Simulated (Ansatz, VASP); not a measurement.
MgO: VASP beside Ansatz

The input INCAR:

```
SYSTEM = MgO
PREC = Accurate
ENCUT = 520
EDIFF = 1E-7
ISMEAR = 0
SIGMA = 0.02
LREAL = .FALSE.
LASPH = .TRUE.
NELM = 100
ALGO = Normal
ISIF = 2
LWAVE = .FALSE.
LCHARG = .FALSE.
GGA = PE
NBANDS = 11
```

Contents of KPOINTS:

```
regular mesh
0
G
  10 10 10
  0 0 0
```

Contents of POSCAR:

```
MgO
1.0
    0.0000000000      2.1266944649      2.1266944649
    2.1266944649      0.0000000000      2.1266944649
    2.1266944649      2.1266944649      0.0000000000
Mg O
1 1
Direct
    0.5000000000      0.5000000000      0.5000000000
    0.0000000000      0.0000000000      0.0000000000
```

Input for Ansatz:

```yaml
crystal:
  lattice:
    - [0.0, 2.1266944649, 2.1266944649]
    - [2.1266944649, 0.0, 2.1266944649]
    - [2.1266944649, 2.1266944649, 0.0]
  atoms:
    - { symbol: Mg, position: [0.5, 0.5, 0.5] }
    - { symbol: O, position: [0.0, 0.0, 0.0] }
basis:
  ecutwfc: 420
kpoints:
  mp_grid: { grid: [10, 10, 10] }
  band_path:
    path:
      - [[0.0, 0.0, 0.0], [0.5, 0.0, 0.5], [0.625, 0.25, 0.625]]
      - [[0.375, 0.375, 0.75], [0.0, 0.0, 0.0], [0.5, 0.5, 0.5], [0.5, 0.25, 0.75], [0.5, 0.0, 0.5]]
    npoints: 14
hamiltonian:
  xc: pbe
scf:
  occupations: { method: gaussian, width: 0.02 }
  n_extra_bands: 6
output:
  forces: true
  stress: true
  eigenvalues: true
  populations: true
  dos: { projected: true, de: 0.02, nscf_kmesh: { grid: [15, 15, 15] } }
  bader: true
  write_density: true
  write_potential: true
  elf: true
  volumetric_format: npy
```

Alike in both runs: task single point; functional PBE; k mesh 10 × 10 × 10; occupations gaussian, width 0.02 eV; no spin polarisation.

|  | VASP | Ansatz |
| --- | --- | --- |
| version | VASP 6.6.1 | Ansatz 0.2.0 |
| potentials or method | VASP PAW PBE potentials, release 64 (Mg, O), cutoff 520 eV | scalar-relativistic, plane waves, PAW |
| valence electrons in the cell | 8 | 16 |

Ansatz gave:

```
gap on the k mesh at the Fermi level (eV) : 4.46
least direct gap on the mesh (eV)         : 4.46
pressure (GPa)                            : 0.0
```

Task: Which values does VASP return?

Result: gap on the k mesh at the Fermi level (eV): 4.45; least direct gap on the mesh (eV): 4.45; pressure (GPa): -0.7.

VASP's potentials hold 8 valence electrons a cell and Ansatz's 16, so a difference there can come from the potentials and not from the codes.
